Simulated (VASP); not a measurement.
# P (Fm-3m) in VASP: notebook, part 3 of 3

VASP 6.6.1.

## 4. Single point, PBEsol (volume scaled by 1.12)

File INCAR:

```
PREC = Accurate
ENCUT = 520
EDIFF = 1E-6
ISMEAR = -1
SIGMA = 0.1
LREAL = False
LASPH = True
NELM = 100
ALGO = Normal
ISIF = 2
LWAVE = False
LCHARG = False
GGA = PS
NBANDS = 8
```

File KPOINTS:

```
Automatic mesh
0
Gamma
  16 16 16
```

File POSCAR:

```
P
1.0
    0.0000000000      1.9839126261      1.9839126261
    1.9839126261      0.0000000000      1.9839126261
    1.9839126261      1.9839126261      0.0000000000
P
1
Direct
    0.0000000000      0.0000000000      0.0000000000
```

Potentials or basis: VASP PAW PBE potentials, release 64 (P).

On the command line:

```console
> cat potpaw_PBE.64/P/POTCAR > POTCAR
> mpirun -np 1 vasp_std > vasp.out
```

OUTCAR:

```text
PREC = Accurate
   ENCUT = 520
   EDIFF = 1E-6
   ISMEAR = -1
   LREAL = False
   LASPH = True
   NELM = 100
   ISIF = 2
   GGA = PS

 ion  position               nearest neighbor table
   1  0.000  0.000  0.000-

  LATTYP: Found a face centered cubic cell.
 ALAT       =     3.9678252522

  Lattice vectors:

 A1 = (   0.0000000000,   1.9839126261,   1.9839126261)
 A2 = (   1.9839126261,   0.0000000000,   1.9839126261)
 A3 = (   1.9839126261,   1.9839126261,   0.0000000000)

Analysis of symmetry for initial positions (statically):
=====================================================================
 Subroutine PRICEL returns:
 Original cell was already a primitive cell.

 Routine SETGRP: Setting up the symmetry group for a
 face centered cubic supercell.

 Subroutine GETGRP returns: Found 48 space group operations
 (whereof 48 operations were pure point group operations)
 out of a pool of 48 trial point group operations.

The static configuration has the point symmetry O_h .

Analysis of symmetry for dynamics (positions and initial velocities):
=====================================================================
 Subroutine PRICEL returns:
 Original cell was already a primitive cell.

 Routine SETGRP: Setting up the symmetry group for a
 face centered cubic supercell.

 Subroutine GETGRP returns: Found 48 space group operations
 (whereof 48 operations were pure point group operations)
 out of a pool of 48 trial point group operations.

The dynamic configuration has the point symmetry O_h .

 Subroutine INISYM returns: Found 48 space group operations
 (whereof 48 operations are pure point group operations),
 and found     1 'primitive' translations

----------------------------------------------------------------------------------------

                                     Primitive cell

  volume of cell :      15.6170

  direct lattice vectors                    reciprocal lattice vectors
     0.000000000  1.983912626  1.983912626    -0.252027228  0.252027228  0.252027228
     1.983912626  0.000000000  1.983912626     0.252027228 -0.252027228  0.252027228
     1.983912626  1.983912626  0.000000000     0.252027228  0.252027228 -0.252027228

  length of vectors
     2.805676142  2.805676142  2.805676142     0.436523964  0.436523964  0.436523964

  position of ions in fractional coordinates (direct lattice)
     0.000000000  0.000000000  0.000000000

  ion indices of the primitive-cell ions
   primitive index   ion index
                 1           1

----------------------------------------------------------------------------------------

 KPOINTS: Automatic mesh

Automatic generation of k-mesh.
 Grid dimensions read from file:
 generate k-points for:   16   16   16

 Generating k-lattice:

  Cartesian coordinates                     Fractional coordinates (reciprocal lattice)
    -0.015751702  0.015751702  0.015751702     0.062500000  0.000000000  0.000000000
     0.015751702 -0.015751702  0.015751702     0.000000000  0.062500000  0.000000000
     0.015751702  0.015751702 -0.015751702     0.000000000  0.000000000  0.062500000

  Length of vectors
     0.027282748  0.027282748  0.027282748

  Shift w.r.t. Gamma in fractional coordinates (k-lattice)
     0.000000000  0.000000000  0.000000000

 Subroutine IBZKPT returns following result:
 ===========================================

 Found    145 irreducible k-points:

 Following reciprocal coordinates:
            Coordinates               Weight
  0.000000  0.000000  0.000000      1.000000
  0.062500  0.000000  0.000000      8.000000
  0.125000  0.000000  0.000000      8.000000
  0.187500  0.000000  0.000000      8.000000
  0.250000  0.000000  0.000000      8.000000
  0.312500  0.000000  0.000000      8.000000
[... 16 lines left out ...]
 -0.125000  0.062500  0.000000     24.000000
 -0.062500  0.062500  0.000000     12.000000
 [... further k-points ...]
   k-points           NKPTS =    145   k-points in BZ     NKDIM =    145   number of bands    NBANDS=      8
   number of dos      NEDOS =    301   number of ions     NIONS =      1
   total plane-waves  NPLWV =  13824
   dimension x,y,z NGX =    24 NGY =   24 NGZ =   24
   dimension x,y,z NGXF=    48 NGYF=   48 NGZF=   48
   ions per type =               1
   NGX,Y,Z   is equivalent  to a cutoff of  14.22, 14.22, 14.22 a.u.
   NGXF,Y,Z  is equivalent  to a cutoff of  28.44, 28.44, 28.44 a.u.
 SYSTEM =  unknown system
   PREC   = accura    normal or accurate (medium, high low for compatibility)
   ISTART =      0    job   : 0-new  1-cont  2-samecut
   ICHARG =      2    charge: 1-file 2-atom 10-const
   ISPIN  =      1    spin polarized calculation?
   LNONCOLLINEAR =      F non collinear calculations
   LSORBIT =      F    spin-orbit coupling
   LASPH  =      T    aspherical Exc in radial PAW
   ENCUT  =  520.0 eV  38.22 Ry    6.18 a.u.   5.22  5.22  5.22*2*pi/ulx,y,z
   NELM   =    100;   NELMIN=  2; NELMDL= -5     # of ELM steps
   EDIFF  = 0.1E-05   stopping-criterion for ELM
   LREAL  =      F    real-space projection
   EDIFFG = 0.1E-04   stopping-criterion for IOM
   NSW    =      0    number of steps for IOM
   IBRION =     -1    ionic relax: 0-MD 1-quasi-New 2-CG
   NFREE  =      0    steps in history (QN), initial steepest desc. (CG)
   ISIF   =      2    stress and relaxation
   ISYM   =      2    0-nonsym 1-usesym 2-fastsym
   POTIM  = 0.5000    time-step for ionic-motion
   TEBEG  =    0.0;   TEEND  =   0.0 temperature during run
   PSTRESS=    0.0 pullay stress
   NELECT =       5.0000    total number of electrons
   NUPDOWN=      -1.0000    fix difference up-down
   EMIN   =  10.00;   EMAX   =-10.00  energy-range for DOS
   EFERMI =   0.00;   METHOD = LEGACY
   ISMEAR =    -1;   SIGMA  =   0.10  broadening in eV -4-tet -1-fermi 0-gaus
   EFERMI_NEDOS =   21; number of points for ismear=-14 and -15
   IALGO  =     38    algorithm
   IMIX   =      4    mixing-type and parameters
     AMIX     =   0.40;   BMIX     =  1.00
     AMIX_MAG =   1.60;   BMIX_MAG =  1.00
  volume/ion in A,a.u.               =      15.62       105.39
  Fermi-wavevector in a.u.,A,eV,Ry     =   1.119951  2.116400 17.065650  1.254290
  Thomas-Fermi vector in A             =   2.256594
   LORBIT       =      0    0 simple, 1 ext, 2 COOP (PROOUT), +10 PAW based schemes
   GGA     = PS    functional components
   LHFCALC =     F    Hartree Fock is set to
   AEXX    =    0.0000 exact exchange contribution
   IVDW    =     0    specifies the selected vdW correction
   LEPSILON=     F    determine dielectric tensor
   LRPA    =     F    only Hartree local field effects (RPA)
 non-spin polarized calculation
  energy-cutoff  :      520.00
  volume of cell :       15.62
 maximum number of plane-waves:       444
 NGX is ok and might be reduce to    24
   NGX = 11   NGY = 11   NGZ = 11

 number of electron       5.0000000 magnetization

 Free energy of the ion-electron system (eV)
  ---------------------------------------------------
  ext. energy  EPLUGINS =         0.00000000
  ---------------------------------------------------
  free energy    TOTEN  =        -5.00792159 eV

  energy without entropy =       -4.98865204  energy(sigma->0) =       -4.99828681

 E-fermi :   8.7161     XC(G=0): -11.2419

 val. band max:        8.6749947342   @ k =   0.2500   0.0625   0.0000
 cond. band min:       8.7288663193   @ k =   0.5000   0.2500   0.0625
 fundamental gap:      0.0538715851
 Fermi energy:         8.7161106265

 k-point     1 :       0.0000    0.0000    0.0000
  band No.  band energies     occupation
      1      -6.8787      2.00000
      2      14.9221      0.00000
      3      14.9221      0.00000
      4      14.9221      0.00000
      5      20.0481      0.00000
      6      20.0481      0.00000
      7      20.0481      0.00000
      8      25.9644      0.00000

 k-point     2 :       0.0625    0.0000    0.0000
  band No.  band energies     occupation
      1      -6.7754      2.00000
      2      14.1190      0.00000
      3      14.7870      0.00000
      4      14.7870      0.00000
      5      20.0510      0.00000
      6      20.2873      0.00000
      7      20.2873      0.00000
      8      25.5791      0.00000
[... 221 lines left out ...]
 k-point    23 :      -0.1250    0.0625    0.0000
  band No.  band energies     occupation
      1      -6.2265      2.00000
      2      11.5984      0.00000
      3      13.1939      0.00000
      4      14.7638      0.00000
      5      19.9832      0.00000
      6      20.7264      0.00000
      7      21.5250      0.00000
      8      23.6791      0.00000

 k-point    24 :      -0.0625    0.0625    0.0000
  band No.  band energies     occupation
      1      -6.6035      2.00000
      2      13.4068      0.00000
      3      13.8507      0.00000
      4      14.9151      0.00000
      5      19.9478      0.00000
      6      20.3192      0.00000
      7      21.0384      0.00000
      8      24.5903      0.00000

 [... further k-points ...]
[... 5 lines left out ...]
  --------------------------------------------------------------------------------------
  -------------------------------------------------------------------------------------
  Total       -0.8953802     -0.8953802     -0.8953802      0.0000000     -0.0000000      0.0000000
  in kB      -91.8587366    -91.8587366    -91.8587366      0.0000000     -0.0000000      0.0000000
  external PRESSURE =     -91.8587366 kB  Pullay stress =       0.0000000 kB

 VOLUME and BASIS-vectors are now :
 -----------------------------------------------------------------------------
  energy-cutoff  :      520.00
  volume of cell :       15.62
      direct lattice vectors                 reciprocal lattice vectors
     0.000000000  1.983912626  1.983912626    -0.252027228  0.252027228  0.252027228
     1.983912626  0.000000000  1.983912626     0.252027228 -0.252027228  0.252027228
     1.983912626  1.983912626  0.000000000     0.252027228  0.252027228 -0.252027228

 POSITION                                       TOTAL-FORCE (eV/Angst)
 -----------------------------------------------------------------------------------
      0.00000      0.00000      0.00000         0.000000      0.000000      0.000000
 -----------------------------------------------------------------------------------
    total drift:                                0.000000     -0.000000     -0.000000

  FREE ENERGIE OF THE ION-ELECTRON SYSTEM (eV)
  ---------------------------------------------------
  free  energy   TOTEN  =        -5.0079215922 eV

  energy  without entropy=       -4.9886520358  energy(sigma->0) =       -4.99828681
```

OSZICAR:

```text
N       E                     dE             d eps       ncg     rms          rms(c)
DAV:   1     0.521556827116E+00    0.52156E+00   -0.20977E+03  2376   0.453E+02
DAV:   2    -0.497182709124E+01   -0.54934E+01   -0.52043E+01  3560   0.481E+01
DAV:   3    -0.502187019770E+01   -0.50043E-01   -0.49961E-01  2576   0.494E+00
DAV:   4    -0.502194539210E+01   -0.75194E-04   -0.75196E-04  3976   0.207E-01
DAV:   5    -0.502194541913E+01   -0.27028E-07   -0.25814E-07  2640   0.199E-03    0.347E+00
DAV:   6    -0.501188478659E+01    0.10061E-01   -0.72844E-03  2592   0.420E-01    0.199E+00
DAV:   7    -0.500792943526E+01    0.39554E-02   -0.11265E-02  2592   0.525E-01    0.134E-01
DAV:   8    -0.500792198867E+01    0.74466E-05   -0.89351E-05  3408   0.623E-02    0.224E-02
DAV:   9    -0.500792159219E+01    0.39648E-06   -0.66852E-07  2976   0.725E-03
   1 F= -.50079216E+01 E0= -.49982868E+01  d E =-.192696E-01
```

stdout:

```text
POSCAR found type information on POSCAR P
 POSCAR found :  1 types and       1 ions
 scaLAPACK will be used
 -----------------------------------------------------------------------------
|                                                                             |
|                                                                             |
|     You enforced a specific xc type in the INCAR file but a different       |
|     I HOPE YOU KNOW WHAT YOU ARE DOING!                                     |
|                                                                             |
 -----------------------------------------------------------------------------

 LDA part: xc-table for (Slater+PW92), standard interpolation
 POSCAR, INCAR and KPOINTS ok, starting setup
 FFT: planning ... GRIDC
 FFT: planning ... GRID_SOFT
 FFT: planning ... GRID
 WAVECAR not read
 entering main loop
```

Run time: 7 s. Hardware: 1 thread of Intel Xeon 6975P-C, shared host; peak memory 0.14 GiB.

What came out:

```yaml
Free_energy: -5.0079 eV
Pressure: -9.2 GPa
```

Levels at points of the mesh, in eV from the Fermi level:
```
           k point  band 1  band 2  band 3  band 4  band 5  band 6  band 7
(0.00, 0.00, 0.00)  -15.59    6.21    6.21    6.21   11.33   11.33   11.33
(0.50, 0.00, 0.00)  -10.22   -7.47    4.41    4.41   10.19   10.44   10.44
(0.50, 0.50, 0.00)   -7.83   -6.22    0.65    0.65    4.62    4.93   22.25
```

Caveat: the PAW data sets were made with another functional, which shifts forces and pressure a little.

## 5. Overview

| cell | gap on the mesh (eV) | pressure (GPa) |
| --- | --- | --- |
| a = 2.737 Å, angles 60.0°, 1 atom | none | -3.1 |
| a = 2.772 Å, angles 60.0°, 1 atom | none | -6.4 |
| a = 2.806 Å, angles 60.0°, 1 atom | none | -9.2 |

Alike in all rows: task single point; level PBEsol; potentials or basis VASP PAW PBE potentials, release 64 (P); no spin polarisation; k mesh 16 × 16 × 16; cutoff (eV) 520; smearing fermi-dirac 0.1 eV.

Caveats: the PAW data sets were made with another functional, which shifts forces and pressure a little.

Absolute energies hang on the potentials; compare differences alone.
